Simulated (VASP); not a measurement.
Here is a VASP 6.6.1 calculation.

INCAR

```
PREC     = Accurate       # precision mode
ENCUT    = 570            # plane-wave cutoff, eV
EDIFF    = 1E-6           # SCF threshold, eV
ISMEAR   = 0              # smearing method
SIGMA    = 0.15           # smearing width, eV
LREAL    = F              # projectors in reciprocal space
LASPH    = T              # aspherical terms in the spheres
NELM     = 120            # most SCF steps
ALGO     = Normal         # electronic algorithm
ISIF     = 2              # what is computed and relaxed
LWAVE    = F              # write WAVECAR
LCHARG   = F              # write CHGCAR
GGA      = PS             # functional
NBANDS   = 15             # bands
GGA_COMPAT= F
```

File KPOINTS:

```
Automatic mesh
0
Gamma
  22 22 22
```

Contents of POSCAR:

```
Pt
1.0
   -2.0015319814      1.6075414637      1.6075414637
    1.6075414637     -2.0015319814      1.6075414637
    1.6075414637      1.6075414637     -2.0015319814
Pt
1
Direct
    0.0000000000      0.0000000000      0.0000000000
```

Potentials or basis: VASP PAW PBE potentials, release 64 (Pt_sv_GW).

Command:

```sh
$ cat potpaw_PBE.64/Pt_sv_GW/POTCAR > POTCAR
$ mpirun -np 1 vasp_std > vasp.out
```

Task: What does it give for the pressure?

Result: 74.6 GPa.

Task: Predict the band gap on the k mesh.

Result: Zero (bands 9 and 10 overlap by 5.21 eV).

Stress tensor (GPa, compression positive):
```
74.60 87.54 87.54
87.54 74.60 87.54
87.54 87.54 74.60
```

Caveat: the cell stands under pressure; the PAW data sets were made with another functional, which shifts forces and pressure a little; spin-orbit coupling is left out, which moves the levels of the heavy elements.
